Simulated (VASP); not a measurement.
# Sn (Immm) in VASP: single point with PBEsol+D3(BJ)

Aim: the single point of Sn with PBEsol+D3(BJ).

All numbers are computed with VASP 6.6.1; they aren't measurements. Logs are shortened: lines on timing, memory, paths and dates and some standing lists are left out, and cuts for length are marked.

## (1) The cell of the first run

It takes space group Immm (No. 71, orthorhombic). The conventional cell has a = 3.353 Å, b = 3.530 Å, c = 4.234 Å, α = 90.00°, β = 90.00°, γ = 90.00°. Within 4.3 Å of Sn (site symmetry mmm) lie 14 Sn at 3.23 to 4.23 Å.

## (2) Single point, PBEsol+D3(BJ)

File INCAR:

```
SYSTEM = Sn
PREC = Accurate
ENCUT = 520
EDIFF = 1E-6
ISMEAR = 0
SIGMA = 0.15
LREAL = .False.
LASPH = .True.
NELM = 100
ALGO = Fast
ISIF = 2
LWAVE = .False.
LCHARG = .False.
GGA = PS
IVDW = 12
NBANDS = 13
```

File KPOINTS:

```
Automatic mesh
0
Gamma
  26 26 26
  0 0 0
```

File POSCAR:

```
Sn
1.0
   -1.7651730118      1.6763457657      2.1171645885
    1.7651730118     -1.6763457657      2.1171645885
    1.7651730118      1.6763457657     -2.1171645885
Sn
1
Direct
    0.0000000000      0.0000000000      0.0000000000
```

Potentials or basis: VASP PAW PBE potentials, release 64 (Sn_d).

Run with:

```
cat potpaw_PBE.64/Sn_d/POTCAR > POTCAR
mpirun -np 1 vasp_std > vasp.out
```

OUTCAR:

```text
SYSTEM = Sn
   PREC = Accurate
   ENCUT = 520
   EDIFF = 1E-6
   ISMEAR = 0
   LREAL = .False.
   LASPH = .True.
   NELM = 100
   ISIF = 2
   GGA = PS
   IVDW = 12
 IVDW          = 12

 ion  position               nearest neighbor table
   1  0.000  0.000  0.000-

  LATTYP: Found a body centered orthorhombic cell.
 ALAT       =     3.3526915314
 B/A-ratio  =     1.0529886184
 C/A-ratio  =     1.2629641401

  Lattice vectors:

 A1 = (   1.7651730118,  -1.6763457657,  -2.1171645885)
 A2 = (  -1.7651730118,   1.6763457657,  -2.1171645885)
 A3 = (   1.7651730118,   1.6763457657,   2.1171645885)

Analysis of symmetry for initial positions (statically):
=====================================================================
 Subroutine PRICEL returns:
 Original cell was already a primitive cell.

 Routine SETGRP: Setting up the symmetry group for a
 body centered orthorhombic supercell.

 Subroutine GETGRP returns: Found  8 space group operations
 (whereof  8 operations were pure point group operations)
 out of a pool of  8 trial point group operations.

The static configuration has the point symmetry D_2h.

Analysis of symmetry for dynamics (positions and initial velocities):
=====================================================================
 Subroutine PRICEL returns:
 Original cell was already a primitive cell.

 Routine SETGRP: Setting up the symmetry group for a
 body centered orthorhombic supercell.

 Subroutine GETGRP returns: Found  8 space group operations
 (whereof  8 operations were pure point group operations)
 out of a pool of  8 trial point group operations.

The dynamic configuration has the point symmetry D_2h.

 Subroutine INISYM returns: Found  8 space group operations
 (whereof  8 operations are pure point group operations),
 and found     1 'primitive' translations

----------------------------------------------------------------------------------------

                                     Primitive cell

  volume of cell :      25.0591

  direct lattice vectors                    reciprocal lattice vectors
    -1.765173012  1.676345766  2.117164589     0.000000000  0.298267822  0.236164917
     1.765173012 -1.676345766  2.117164589     0.283258353  0.000000000  0.236164917
     1.765173012  1.676345766 -2.117164589     0.283258353  0.298267822  0.000000000

  length of vectors
     3.226198503  3.226198503  3.226198503     0.380443901  0.368794201  0.411338046

  position of ions in fractional coordinates (direct lattice)
     0.000000000  0.000000000  0.000000000

  ion indices of the primitive-cell ions
   primitive index   ion index
[... 83 lines left out ...]
   PSTRESS=    0.0 pullay stress
   NELECT =      14.0000    total number of electrons
   NUPDOWN=      -1.0000    fix difference up-down
   EMIN   =  10.00;   EMAX   =-10.00  energy-range for DOS
   EFERMI =   0.00;   METHOD = LEGACY
   ISMEAR =     0;   SIGMA  =   0.15  broadening in eV -4-tet -1-fermi 0-gaus
   EFERMI_NEDOS =   21; number of points for ismear=-14 and -15
   IALGO  =     68    algorithm
   IMIX   =      4    mixing-type and parameters
     AMIX     =   0.40;   BMIX     =  1.00
     AMIX_MAG =   1.60;   BMIX_MAG =  1.00
  volume/ion in A,a.u.               =      25.06       169.11
  Fermi-wavevector in a.u.,A,eV,Ry     =   1.348328  2.547971 24.735248  1.817989
  Thomas-Fermi vector in A             =   2.476006
   LORBIT       =      0    0 simple, 1 ext, 2 COOP (PROOUT), +10 PAW based schemes
   GGA     = PS    functional components
   LHFCALC =     F    Hartree Fock is set to
   AEXX    =    0.0000 exact exchange contribution
   IVDW    =    12    specifies the selected vdW correction
   LEPSILON=     F    determine dielectric tensor
   LRPA    =     F    only Hartree local field effects (RPA)
 non-spin polarized calculation
 RMM-DIIS sequential band-by-band and
 Gauss-broadening in eV      SIGMA  =   0.15
  energy-cutoff  :      520.00
  volume of cell :       25.06
 maximum number of plane-waves:       694
   NGX = 11   NGY = 11   NGZ = 11

 number of electron      14.0000000 magnetization

 Free energy of the ion-electron system (eV)
  ---------------------------------------------------
  ext. energy  EPLUGINS =         0.00000000
  ---------------------------------------------------
  free energy    TOTEN  =        -4.22261717 eV

  energy without entropy =       -4.21661976  energy(sigma->0) =       -4.21961847

 E-fermi :   9.0202     XC(G=0): -10.8886

 val. band max:        9.0196809192   @ k =  -0.2692  -0.1538   0.0385
 cond. band min:       9.0244581648   @ k =  -0.2308   0.2692   0.2308
 fundamental gap:      0.0047772456
 Fermi energy:         9.0202106443

 k-point     1 :       0.0000    0.0000    0.0000
  band No.  band energies     occupation
      1     -12.5507      2.00000
      2     -12.5183      2.00000
      3     -12.4636      2.00000
      4     -12.4445      2.00000
      5     -12.3508      2.00000
      6      -2.7734      2.00000
      7      17.0309      0.00000
      8      17.1053      0.00000
      9      18.0899      0.00000
     10      20.0845      0.00000
     11      20.7851      0.00000
     12      21.7187      0.00000
     13      22.0657      0.00000
[... 354 lines left out ...]
  band No.  band energies     occupation
      1     -12.5500      2.00000
      2     -12.5087      2.00000
      3     -12.4224      2.00000
      4     -12.3433      2.00000
      5     -12.3182      2.00000
      6       0.2614      2.00000
      7       7.0396      2.00000
      8      13.6647      0.00000
      9      15.3845      0.00000
     10      18.6583      0.00000
     11      19.4482      0.00000
     12      20.7643      0.00000
     13      23.5589      0.00000

 [... further k-points ...]

------------------------ aborting loop because EDIFF is reached ----------------------------------------

 Edisp (eV)   -0.42388

 E8    (eV) :    -0.2991

  FORCE on cell =-STRESS in cart. coord.  units (eV):
  Direction    XX          YY          ZZ          XY          YZ          ZX
  --------------------------------------------------------------------------------------
  -------------------------------------------------------------------------------------
  Total       0.03575     0.18075     0.01446     0.00000     0.00000     0.00000
  in kB       2.28589    11.55670     0.92476     0.00000     0.00000     0.00000
  external pressure =        4.92 kB  Pullay stress =        0.00 kB

 VOLUME and BASIS-vectors are now :
 -----------------------------------------------------------------------------
  energy-cutoff  :      520.00
  volume of cell :       25.06
      direct lattice vectors                 reciprocal lattice vectors
    -1.765173012  1.676345766  2.117164589     0.000000000  0.298267822  0.236164917
     1.765173012 -1.676345766  2.117164589     0.283258353  0.000000000  0.236164917
     1.765173012  1.676345766 -2.117164589     0.283258353  0.298267822  0.000000000

 POSITION                                       TOTAL-FORCE (eV/Angst)
 -----------------------------------------------------------------------------------
      0.00000      0.00000      0.00000         0.000000     -0.000000      0.000000
 -----------------------------------------------------------------------------------
    total drift:                               -0.000000      0.000000      0.000000

  FREE ENERGIE OF THE ION-ELECTRON SYSTEM (eV)
  ---------------------------------------------------
  free  energy   TOTEN  =        -4.6464936329 eV

  energy  without entropy=       -4.6404962216  energy(sigma->0) =       -4.64349493
```

Run time: 7.3 min. Hardware: 1 thread of Oxide Virtual Turin-like, shared host; peak memory 0.75 GiB.

What came out:

```yaml
Free_energy: -4.6465 eV
Pressure: 0.5 GPa
Band_gap_on_the_k_mesh: zero (bands 7 and 8 overlap by 10.51 eV)
Dispersion_energy_per_atom: -0.424 eV
```

Levels at points of the mesh, in eV from the Fermi level:
```csv
k point,band 5,band 6,band 7,band 8,band 9,band 10
"(0.00, 0.00, 0.00)",-21.37,-11.79,8.01,8.09,9.07,11.06
"(0.50, 0.00, 0.00)",-21.30,-6.66,-5.01,4.67,6.22,9.32
"(0.00, 0.50, 0.00)",-21.30,-7.15,-5.15,5.51,7.20,10.26
"(0.50, 0.50, 0.00)",-21.27,-5.55,-4.43,2.49,3.36,6.53
"(0.50, 0.50, 0.50)",-21.28,-3.37,-2.95,0.31,1.54,4.01
```

Caveat: the PAW data sets were made with another functional, which shifts forces and pressure a little; spin-orbit coupling is left out, which moves the levels of the heavy elements.
